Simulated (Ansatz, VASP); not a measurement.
**Rh in VASP and in Ansatz**

INCAR

```
SYSTEM = Rh
PREC = Accurate ; ENCUT = 520
EDIFF = 1E-6 ; ISMEAR = 0
SIGMA = 0.15 ; LREAL = .False.
LASPH = .True. ; NELM = 100
ALGO = Fast ; ISIF = 2
LWAVE = .False. ; LCHARG = .True.
LELF = .True. ; LVHAR = .True.
NBANDS = 14
```

KPOINTS

```
Automatic mesh
0
Gamma
  22 22 22
  0 0 0
```

Contents of POSCAR:

```
Rh
1.0
    0.0000000000      1.7828527665      2.0805891785
    1.7828527665      0.0000000000      2.0805891785
    1.7828527665      1.7828527665      0.0000000000
Rh
1
Direct
    0.0000000000      0.0000000000      0.0000000000
```

Input for Ansatz:

```yaml
crystal:
  lattice:
    - [0.0, 1.7828527665, 2.0805891785]
    - [1.7828527665, 0.0, 2.0805891785]
    - [1.7828527665, 1.7828527665, 0.0]
  atoms:
    - { symbol: Rh, position: [0.0, 0.0, 0.0] }
basis:
  ecutwfc: 420
kpoints:
  mp_grid: { grid: [22, 22, 22] }
hamiltonian:
  xc: lda
  pseudopotentials: { kind: paw, azcp: { folder: soft_1 } }
scf:
  occupations: { method: gaussian, width: 0.15 }
output:
  forces: true
  stress: true
  eigenvalues: true
```

Alike in both runs: task single point; functional LDA; k mesh 22 × 22 × 22; occupations gaussian, width 0.15 eV; no spin polarisation.

```csv
,VASP,Ansatz
version,VASP 6.6.1,Ansatz 0.2.0
potentials or method,"VASP PAW LDA potentials, release 64 (Rh_pv), cutoff 520 eV","scalar-relativistic, plane waves, PAW"
valence electrons in the cell,15,17
```

|  | VASP | Ansatz | Ansatz less VASP |
| --- | --- | --- | --- |
| gap on the k mesh at the Fermi level (eV) | none | none | - |
| pressure (GPa) | 5.7 | 4.8 | -0.93 |
| traceless stress, the component that is largest in VASP (GPa) | -27.51 | -27.50 | +0.002 |

Ansatz warns that its potentials were made for another functional, while VASP's fit it. LDA's correlation is that of Perdew and Zunger in VASP and of Perdew and Wang (1992) in Ansatz. A gap of «none» marks a metal or a gap that the smearing closes. VASP's potentials hold 15 valence electrons a cell and Ansatz's 17, so a difference there can come from the potentials and not from the codes.
